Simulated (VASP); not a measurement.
# CdSe (F-43m) in VASP: a series of runs, part 2 of 2

VASP 6.6.1. Earlier steps stand in the parts before.

### 3 Single point, PBEsol

This run uses another cell than the first one, of 31.26 Å³/atom, 1.038 times its volume.

Input file INCAR:

```
ALGO = Normal
EDIFF = 1E-6
ENCUT = 520
GGA = PS
ISIF = 2
ISMEAR = 0
LASPH = True
LCHARG = False
LREAL = False
LWAVE = False
NBANDS = 16
NELM = 80
PREC = Accurate
SIGMA = 0.01
```

Input file KPOINTS:

```
k-points
0
Gamma
  6 6 6
```

Input file POSCAR:

```
CdSe
1.0
    0.0000000000      3.1500539411      3.1500539411
    3.1500539411      0.0000000000      3.1500539411
    3.1500539411      3.1500539411      0.0000000000
Cd Se
1 1
Direct
    0.0000000000      0.0000000000      0.0000000000
    0.7500000000      0.7500000000      0.7500000000
```

Potentials or basis: VASP PAW PBE potentials, release 64 (Cd, Se).

Command:

```console
$ cat potpaw_PBE.64/Cd/POTCAR potpaw_PBE.64/Se/POTCAR > POTCAR
$ mpirun -np 1 vasp_std > vasp.out
```

OUTCAR:

```text
EDIFF = 1E-6
   ENCUT = 520
   GGA = PS
   ISIF = 2
   ISMEAR = 0
   LASPH = True
   LREAL = False
   NELM = 80
   PREC = Accurate

 ion  position               nearest neighbor table
   1  0.000  0.000  0.000-   2 2.73   2 2.73   2 2.73   2 2.73
   2  0.750  0.750  0.750-   1 2.73   1 2.73   1 2.73   1 2.73

  LATTYP: Found a face centered cubic cell.
 ALAT       =     6.3001078822

  Lattice vectors:

 A1 = (   0.0000000000,   3.1500539411,   3.1500539411)
 A2 = (   3.1500539411,   0.0000000000,   3.1500539411)
 A3 = (   3.1500539411,   3.1500539411,   0.0000000000)

Analysis of symmetry for initial positions (statically):
=====================================================================
 Subroutine PRICEL returns:
 Original cell was already a primitive cell.

 Routine SETGRP: Setting up the symmetry group for a
 face centered cubic supercell.

 Subroutine GETGRP returns: Found 24 space group operations
 (whereof 24 operations were pure point group operations)
 out of a pool of 48 trial point group operations.

The static configuration has the point symmetry T_d .

Analysis of symmetry for dynamics (positions and initial velocities):
=====================================================================
 Subroutine PRICEL returns:
 Original cell was already a primitive cell.

 Routine SETGRP: Setting up the symmetry group for a
 face centered cubic supercell.

 Subroutine GETGRP returns: Found 24 space group operations
 (whereof 24 operations were pure point group operations)
 out of a pool of 48 trial point group operations.

The dynamic configuration has the point symmetry T_d .

 Subroutine INISYM returns: Found 24 space group operations
 (whereof 24 operations are pure point group operations),
 and found     1 'primitive' translations

----------------------------------------------------------------------------------------

[... 102 lines left out ...]
     AMIX     =   0.40;   BMIX     =  1.00
     AMIX_MAG =   1.60;   BMIX_MAG =  1.00
  volume/ion in A,a.u.               =      31.26       210.94
  Fermi-wavevector in a.u.,A,eV,Ry     =   1.081030  2.042850 15.900115  1.168625
  Thomas-Fermi vector in A             =   2.217036
   LORBIT       =      0    0 simple, 1 ext, 2 COOP (PROOUT), +10 PAW based schemes
   GGA     = PS    functional components
   LHFCALC =     F    Hartree Fock is set to
   AEXX    =    0.0000 exact exchange contribution
   IVDW    =     0    specifies the selected vdW correction
   LEPSILON=     F    determine dielectric tensor
   LRPA    =     F    only Hartree local field effects (RPA)
 non-spin polarized calculation
 Gauss-broadening in eV      SIGMA  =   0.01
  energy-cutoff  :      520.00
  volume of cell :       62.51
 maximum number of plane-waves:      1700
 NGX is ok and might be reduce to    36
   NGX = 17   NGY = 17   NGZ = 17

 number of electron      18.0000004 magnetization

 Free energy of the ion-electron system (eV)
  ---------------------------------------------------
  ext. energy  EPLUGINS =         0.00000000
  ---------------------------------------------------
  free energy    TOTEN  =        -6.09041699 eV

  energy without entropy =       -6.09041699  energy(sigma->0) =       -6.09041699

 E-fermi :   0.0792     XC(G=0):  -8.6241

 val. band max:        0.0356851935   @ k =   0.0000   0.0000   0.0000
 cond. band min:       0.3087308396   @ k =   0.0000   0.0000   0.0000
 fundamental gap:      0.2730456460
 Fermi energy:         0.0792211926

 k-point     1 :       0.0000    0.0000    0.0000
  band No.  band energies     occupation
      1     -12.0484      2.00000
      2      -7.5761      2.00000
      3      -7.5761      2.00000
      4      -7.5761      2.00000
      5      -7.2984      2.00000
      6      -7.2984      2.00000
[... 281 lines left out ...]
      3      -7.4249      2.00000
      4      -7.3441      2.00000
      5      -7.2768      2.00000
      6      -6.9601      2.00000
[... 8 lines left out ...]
     15      12.3349      0.00000
     16      12.5079      0.00000

------------------------ aborting loop because EDIFF is reached ----------------------------------------

  FORCE on cell =-STRESS in cart. coord.  units (eV):
  Direction    XX          YY          ZZ          XY          YZ          ZX
  --------------------------------------------------------------------------------------
  -------------------------------------------------------------------------------------
  Total       -1.5934102     -1.5934102     -1.5934102      0.0000000      0.0000000      0.0000000
  in kB      -40.8370361    -40.8370361    -40.8370361      0.0000000      0.0000000      0.0000000
  external PRESSURE =     -40.8370361 kB  Pullay stress =       0.0000000 kB

 VOLUME and BASIS-vectors are now :
 -----------------------------------------------------------------------------
  energy-cutoff  :      520.00
  volume of cell :       62.51
      direct lattice vectors                 reciprocal lattice vectors
     0.000000000  3.150053941  3.150053941    -0.158727441  0.158727441  0.158727441
     3.150053941  0.000000000  3.150053941     0.158727441 -0.158727441  0.158727441
     3.150053941  3.150053941  0.000000000     0.158727441  0.158727441 -0.158727441

 POSITION                                       TOTAL-FORCE (eV/Angst)
 -----------------------------------------------------------------------------------
      0.00000      0.00000      0.00000         0.000000      0.000000      0.000000
      4.72508      4.72508      4.72508        -0.000000     -0.000000     -0.000000
 -----------------------------------------------------------------------------------
    total drift:                                0.000000      0.000000      0.000000

  FREE ENERGIE OF THE ION-ELECTRON SYSTEM (eV)
  ---------------------------------------------------
  free  energy   TOTEN  =        -6.0904169928 eV

  energy  without entropy=       -6.0904169928  energy(sigma->0) =       -6.09041699
```

OSZICAR:

```text
N       E                     dE             d eps       ncg     rms          rms(c)
DAV:   1     0.992344509488E+02    0.99234E+02   -0.85228E+03   536   0.985E+02
DAV:   2    -0.233187640516E+01   -0.10157E+03   -0.96279E+02   608   0.237E+02
DAV:   3    -0.646801078299E+01   -0.41361E+01   -0.41258E+01   632   0.489E+01
DAV:   4    -0.648792977416E+01   -0.19919E-01   -0.19918E-01   648   0.333E+00
DAV:   5    -0.648804862088E+01   -0.11885E-03   -0.11885E-03   632   0.233E-01    0.473E+00
DAV:   6    -0.611312381365E+01    0.37492E+00   -0.60573E-01   728   0.910E+00    0.399E+00
DAV:   7    -0.609197727260E+01    0.21147E-01   -0.11204E-01   600   0.227E+00    0.188E+00
DAV:   8    -0.609038301228E+01    0.15943E-02   -0.10630E-02   584   0.120E+00    0.197E-01
DAV:   9    -0.609035273380E+01    0.30278E-04   -0.12114E-03   624   0.415E-01    0.496E-02
DAV:  10    -0.609038487996E+01   -0.32146E-04   -0.12910E-04   632   0.140E-01    0.418E-02
DAV:  11    -0.609041735888E+01   -0.32479E-04   -0.50903E-05   608   0.479E-02    0.181E-02
DAV:  12    -0.609041699283E+01    0.36605E-06   -0.11358E-06   520   0.108E-02
   1 F= -.60904170E+01 E0= -.60904170E+01  d E =-.459747E-12
```

stdout:

```text
POSCAR found type information on POSCAR CdSe
 POSCAR found :  2 types and       2 ions
 scaLAPACK will be used
 -----------------------------------------------------------------------------
|                                                                             |
|                                                                             |
|     You enforced a specific xc type in the INCAR file but a different       |
|     I HOPE YOU KNOW WHAT YOU ARE DOING!                                     |
|                                                                             |
 -----------------------------------------------------------------------------

 LDA part: xc-table for (Slater+PW92), standard interpolation
 POSCAR, INCAR and KPOINTS ok, starting setup
 FFT: planning ... GRIDC
 FFT: planning ... GRID_SOFT
 FFT: planning ... GRID
 WAVECAR not read
 entering main loop
```

It used 28 s of CPU time on 1 thread of AMD EPYC 7R13 Processor (Zen 3), on a shared host.

Results:

* Free energy: -6.0904 eV
* Pressure: -4.1 GPa
* Band gap on the k mesh: 0.27 eV, direct

Caveat: the PAW data sets were made with another functional, which shifts forces and pressure a little.

### 4 Single point, PBEsol

This run uses another cell than the first one, of 32.42 Å³/atom, 1.077 times its volume.

Input file INCAR:

```
  PREC = Accurate
  ENCUT = 520
  EDIFF = 1E-6
  ISMEAR = 0
  SIGMA = 0.01
  LREAL = F
  LASPH = T
  NELM = 80
  ALGO = Normal
  ISIF = 2
  LWAVE = F
  LCHARG = T
  GGA = PS
  LELF = T
  LVHAR = T
  NBANDS = 16
```

Input file KPOINTS:

```
Automatic mesh
0
Gamma
  6 6 6
```

Input file POSCAR:

```
CdSe
1.0
    0.0000000000      3.1884730194      3.1884730194
    3.1884730194      0.0000000000      3.1884730194
    3.1884730194      3.1884730194      0.0000000000
Cd Se
1 1
Direct
    0.0000000000      0.0000000000      0.0000000000
    0.7500000000      0.7500000000      0.7500000000
```

Potentials or basis: VASP PAW PBE potentials, release 64 (Cd, Se).

Command:

```console
$ cat potpaw_PBE.64/Cd/POTCAR potpaw_PBE.64/Se/POTCAR > POTCAR
$ mpirun -np 1 vasp_std > vasp.out
```

OUTCAR:

```text
PREC = Accurate
   ENCUT = 520
   EDIFF = 1E-6
   ISMEAR = 0
   LREAL = F
   LASPH = T
   NELM = 80
   ISIF = 2
   GGA = PS

 ion  position               nearest neighbor table
   1  0.000  0.000  0.000-   2 2.76   2 2.76   2 2.76   2 2.76
   2  0.750  0.750  0.750-   1 2.76   1 2.76   1 2.76   1 2.76

  LATTYP: Found a face centered cubic cell.
 ALAT       =     6.3769460388

  Lattice vectors:

 A1 = (   0.0000000000,   3.1884730194,   3.1884730194)
 A2 = (   3.1884730194,   0.0000000000,   3.1884730194)
 A3 = (   3.1884730194,   3.1884730194,   0.0000000000)

Analysis of symmetry for initial positions (statically):
=====================================================================
 Subroutine PRICEL returns:
 Original cell was already a primitive cell.

 Routine SETGRP: Setting up the symmetry group for a
 face centered cubic supercell.

 Subroutine GETGRP returns: Found 24 space group operations
 (whereof 24 operations were pure point group operations)
 out of a pool of 48 trial point group operations.

The static configuration has the point symmetry T_d .

[... 150 lines left out ...]
  energy without entropy =       -6.02372174  energy(sigma->0) =       -6.02372174

 E-fermi :  -0.1193     XC(G=0):  -8.4647

 val. band max:       -0.2067229819   @ k =   0.0000   0.0000   0.0000
 cond. band min:      -0.0043152620   @ k =   0.0000   0.0000   0.0000
 fundamental gap:      0.2024077199
 Fermi energy:        -0.1192907051

 k-point     1 :       0.0000    0.0000    0.0000
  band No.  band energies     occupation
      1     -12.1312      2.00000
      2      -7.7409      2.00000
      3      -7.7409      2.00000
      4      -7.7409      2.00000
      5      -7.4933      2.00000
      6      -7.4933      2.00000
[... 281 lines left out ...]
      3      -7.6068      2.00000
      4      -7.5335      2.00000
      5      -7.4737      2.00000
      6      -7.1893      2.00000
[... 8 lines left out ...]
     15      11.9485      0.00000
     16      12.1057      0.00000

------------------------ aborting loop because EDIFF is reached ----------------------------------------

  FORCE on cell =-STRESS in cart. coord.  units (eV):
  Direction    XX          YY          ZZ          XY          YZ          ZX
  --------------------------------------------------------------------------------------
  -------------------------------------------------------------------------------------
  Total       -2.0698798     -2.0698798     -2.0698798      0.0000000      0.0000000      0.0000000
  in kB      -51.1537498    -51.1537498    -51.1537498      0.0000000      0.0000000      0.0000000
  external PRESSURE =     -51.1537498 kB  Pullay stress =       0.0000000 kB

 VOLUME and BASIS-vectors are now :
 -----------------------------------------------------------------------------
  energy-cutoff  :      520.00
  volume of cell :       64.83
      direct lattice vectors                 reciprocal lattice vectors
     0.000000000  3.188473019  3.188473019    -0.156814876  0.156814876  0.156814876
     3.188473019  0.000000000  3.188473019     0.156814876 -0.156814876  0.156814876
     3.188473019  3.188473019  0.000000000     0.156814876  0.156814876 -0.156814876

 POSITION                                       TOTAL-FORCE (eV/Angst)
 -----------------------------------------------------------------------------------
      0.00000      0.00000      0.00000        -0.000000     -0.000000      0.000000
      4.78271      4.78271      4.78271         0.000000      0.000000     -0.000000
 -----------------------------------------------------------------------------------
    total drift:                                0.000000      0.000000      0.000000

  FREE ENERGIE OF THE ION-ELECTRON SYSTEM (eV)
  ---------------------------------------------------
  free  energy   TOTEN  =        -6.0237217437 eV

  energy  without entropy=       -6.0237217437  energy(sigma->0) =       -6.02372174
```

OSZICAR:

```text
N       E                     dE             d eps       ncg     rms          rms(c)
DAV:   1     0.103875529389E+03    0.10388E+03   -0.83993E+03   512   0.973E+02
DAV:   2    -0.207927871941E+01   -0.10595E+03   -0.10051E+03   624   0.245E+02
DAV:   3    -0.641167848605E+01   -0.43324E+01   -0.43240E+01   584   0.497E+01
DAV:   4    -0.643018540884E+01   -0.18507E-01   -0.18507E-01   688   0.335E+00
DAV:   5    -0.643030021756E+01   -0.11481E-03   -0.11481E-03   616   0.229E-01    0.440E+00
DAV:   6    -0.604588655346E+01    0.38441E+00   -0.62393E-01   736   0.891E+00    0.376E+00
DAV:   7    -0.602540072902E+01    0.20486E-01   -0.10687E-01   568   0.221E+00    0.179E+00
DAV:   8    -0.602365379794E+01    0.17469E-02   -0.99017E-03   576   0.114E+00    0.190E-01
DAV:   9    -0.602364791515E+01    0.58828E-05   -0.11529E-03   640   0.385E-01    0.539E-02
DAV:  10    -0.602368691438E+01   -0.38999E-04   -0.12117E-04   640   0.132E-01    0.429E-02
DAV:  11    -0.602372201995E+01   -0.35106E-04   -0.50316E-05   616   0.455E-02    0.172E-02
DAV:  12    -0.602372174373E+01    0.27622E-06   -0.10146E-06   520   0.922E-03
   1 F= -.60237217E+01 E0= -.60237217E+01  d E =-.495239E-37
```

It took 56 s on 1 thread of AMD EPYC 7R13 (Zen 3), shared host; peak memory 0.17 GiB.

Results:

- Free energy: -6.0237 eV
- Pressure: -5.1 GPa
- Band gap on the k mesh: 0.20 eV, direct

Caveat: the PAW data sets were made with another functional, which shifts forces and pressure a little.

### 5 Overview

```tsv
cell	gap on the mesh (eV)	pressure (GPa)
a = 4.399 Å, angles 60.0°, 2 atoms	0.35	-2.8
a = 4.455 Å, angles 60.0°, 2 atoms	0.27	-4.1
a = 4.509 Å, angles 60.0°, 2 atoms	0.20	-5.1
```

Alike in all rows: task single point; level PBEsol; potentials or basis VASP PAW PBE potentials, release 64 (Cd, Se); no spin polarisation; k mesh 6 × 6 × 6; cutoff (eV) 520; smearing gaussian 0.01 eV.

Caveats: the PAW data sets were made with another functional, which shifts forces and pressure a little.

Total energies depend on the potentials used, so only differences within one code and one set of settings carry meaning.
